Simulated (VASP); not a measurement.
Al, 2 atoms in the cell. Symmetry: P6_3/mmc, No. 194, hexagonal system. The conventional cell has a = 2.718 Å, b = 2.718 Å, c = 4.803 Å, α = 90.00°, β = 90.00°, γ = 120.00°. Within 3.6 Å of Al (site symmetry -6m2) lie 12 Al at 2.72 to 2.87 Å. This isn't the form of Al at room conditions, which is fcc.

| Property | Result |
| --- | --- |
| Program | VASP 6.6.1 |
| Task | single point |
| Functional | LDA |
| Potentials or basis | VASP PAW LDA potentials, release 64 (Al) |
| Cutoff | 520 eV |
| k mesh | 18 × 18 × 10 |
| Occupations | gaussian, width 0.15 eV |
| Spin | no spin polarisation |
| Dipole correction | no |
| Further INCAR settings | ALGO = Normal; EDIFF = 1e-06; NBANDS = 10 |

Potentials or basis: VASP PAW LDA potentials, release 64 (Al).

Launch:

```sh
$ cat potpaw_LDA.64/Al/POTCAR > POTCAR
$ mpirun -np 1 vasp_std > vasp.out
```

Hardware: 1 thread of Intel Xeon 8259CL, on a shared host.

Task: How long does it take, and how much memory?

Result: Run time: 35 s on 1 thread of Intel Xeon 8259CL, on a shared host, peak memory 0.16 GiB. Counts: scf iterations 9, k points 222.
